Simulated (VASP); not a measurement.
Wanted: the native input for a VASP 6.6.1 run.

```yaml
Task: single point
Functional: PBE
Potentials_or_basis: VASP PAW PBE potentials, release 64 (Zn)
Cutoff: 520 eV
k_mesh: 18 × 18 × 8
Occupations: gaussian, width 0.1 eV
Spin: no spin polarisation
Dipole_correction: no
Further_INCAR_settings: ALGO = Normal; EDIFF = 1e-06; NBANDS = 19
```

The structure of Zn lies in POSCAR:

```
Zn
1.0
    2.6059968748      0.0000000000      0.0000000000
   -1.3029984374      2.2568594958      0.0000000000
    0.0000000000      0.0000000000      4.7465008949
Zn
2
Direct
    0.3333333333      0.6666666667      0.2500000000
    0.6666666667      0.3333333333      0.7500000000
```

The input as run:

INCAR

```
SYSTEM = Zn
ALGO = Normal ; EDIFF = 1E-6
ENCUT = 520 ; GGA = PE
ISIF = 2 ; ISMEAR = 0
LASPH = .TRUE. ; LCHARG = .FALSE.
LREAL = .FALSE. ; LWAVE = .FALSE.
NBANDS = 19 ; NELM = 60
PREC = Accurate ; SIGMA = 0.1
```

KPOINTS

```
k-points
0
G
  18 18 8
  0 0 0
```

Potentials or basis: VASP PAW PBE potentials, release 64 (Zn).

Command:

```sh
$ cat potpaw_PBE.64/Zn/POTCAR > POTCAR
$ mpirun -np 1 vasp_std > vasp.out
```

Results of the run:

- Pressure: 7.5 GPa
- Band gap on the k mesh: zero (bands 12 and 13 overlap by 4.32 eV)

Caveat: the cell stands under pressure.

Run time: 100 s on 1 thread of Intel Xeon 8259CL (shared host), peak memory 0.2 GiB.
